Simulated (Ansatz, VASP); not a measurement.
This is a calculation of Cu for Ansatz 0.2.0.

Contents of input.yaml:

```yaml
crystal:
  lattice:
    - [2.4823658959, 0.0, 0.0]
    - [-1.2411829479, 2.1497919273, 0.0]
    - [0.0, 0.0, 4.0286174227]
  atoms:
    - { symbol: Cu, position: [0.6666666667, 0.3333333333, 0.75] }
    - { symbol: Cu, position: [0.3333333333, 0.6666666667, 0.25] }
hamiltonian:
  xc: r2scan0
  pseudopotentials: { kind: paw }
kpoints:
  mp_grid: { grid: [6, 6, 4] }
scf:
  occupations: { method: fermi_dirac, width: 0.05 }
output:
  forces: true
  stress: true
  eigenvalues: true
```

Potentials or basis: Ansatz PAW.

Run with:

```bash
$ ansatz run input.yaml --threads 2 --pin off --max-ram 5632MiB --backend cpu --events-out ev --progress --plain --runs-dir out
```

Q: Set up the same calculation for VASP 6.6.1. Potentials there: VASP PAW PBE potentials, release 64 (Cu).

A: As run (the cutoff follows the program's own potentials):

Contents of POSCAR:

```
Cu
1.0
    2.4823658959      0.0000000000      0.0000000000
   -1.2411829479      2.1497919273      0.0000000000
    0.0000000000      0.0000000000      4.0286174227
Cu
2
Direct
    0.6666666667      0.3333333333      0.7500000000
    0.3333333333      0.6666666667      0.2500000000
```

The input INCAR.step1:

```
ALGO = Normal ; EDIFF = 1E-5
ENCUT = 520 ; GGA = PE
ISIF = 2 ; ISMEAR = -1
LASPH = T ; LCHARG = F
LREAL = F ; LWAVE = T
NBANDS = 18 ; NELM = 60
PREC = Accurate ; SIGMA = 0.05
```

The input INCAR.step2:

```
AEXX = 0.25 ; ALGO = Normal
EDIFF = 1E-6 ; ENCUT = 520
ISIF = 2 ; ISMEAR = -1
ISTART = 1 ; LASPH = T
LCHARG = F ; LHFCALC = T
LMIXTAU = T ; LREAL = F
LWAVE = F ; METAGGA = R2SCAN
NBANDS = 18 ; NELM = 60
PREC = Accurate ; PRECFOCK = Normal
SIGMA = 0.05
```

Contents of KPOINTS:

```
k-points
0
Gamma
  6 6 4
```

Potentials or basis: VASP PAW PBE potentials, release 64 (Cu).

Command:

```sh
$ cat potpaw_PBE.64/Cu/POTCAR > POTCAR
$ cp INCAR.step1 INCAR
$ mpirun -np 1 vasp_std > vasp.out
$ cp INCAR.step2 INCAR
$ mpirun -np 1 vasp_std > vasp.out
```

Both were run:

|  | VASP | Ansatz | Ansatz less VASP |
| --- | --- | --- | --- |
| gap on the k mesh at the Fermi level (eV) | none | none | - |
| pressure (GPa) | 16.1 | 15.5 | -0.62 |
| traceless stress, the component that is largest in VASP (GPa) | -2.21 | -2.08 | +0.130 |

VASP's potentials were made for PBE, not for r2SCAN0. A gap of «none» marks a metal or a gap that the smearing closes. With one functional, cell and mesh, what is left measures potentials, basis and numerics. VASP's potentials hold 22 valence electrons a cell and Ansatz's 38, so a difference there can come from the potentials and not from the codes.

The k mesh is coarse, so the values compare programs but aren't converged.
